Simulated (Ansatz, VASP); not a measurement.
Two plane-wave programs on Hf2N

```
CELL_PARAMETERS angstrom
-1.66126 1.66126 4.07528
1.66126 -1.66126 4.07528
1.66126 1.66126 -4.07528
ATOMIC_POSITIONS crystal
Hf 0.66500 0.66500 0.00000
Hf 0.33500 0.33500 0.00000
N 0.00000 0.00000 0.00000
```

Alike in both runs: task relaxation of cell and atoms; functional r2SCAN; k mesh 8 × 8 × 8; occupations gaussian, width 0.1 eV; no spin polarisation.

```csv
,VASP,Ansatz
version,VASP 6.6.1,Ansatz 0.2.0
potentials or method,"VASP PAW PBE potentials, release 64 (Hf_pv, N), cutoff 600 eV","scalar-relativistic, plane waves, PAW"
valence electrons in the cell,25,57
```

```tsv
	VASP	Ansatz	Ansatz less VASP
gap on the k mesh at the Fermi level, each at its own relaxed structure (eV)	none	none	-
relaxed volume (Å³/atom)	14.57	14.73	+0.155
relaxed length of the cell vector where the two differ most in proportion (Å)	5.556	5.588	+0.0318
```

VASP's potentials were made for PBE, not for r2SCAN. A gap of «none» marks a metal or a gap that the smearing closes. VASP's potentials hold 25 valence electrons a cell and Ansatz's 57, so a difference there can come from the potentials and not from the codes.

Spin-orbit coupling is off throughout.
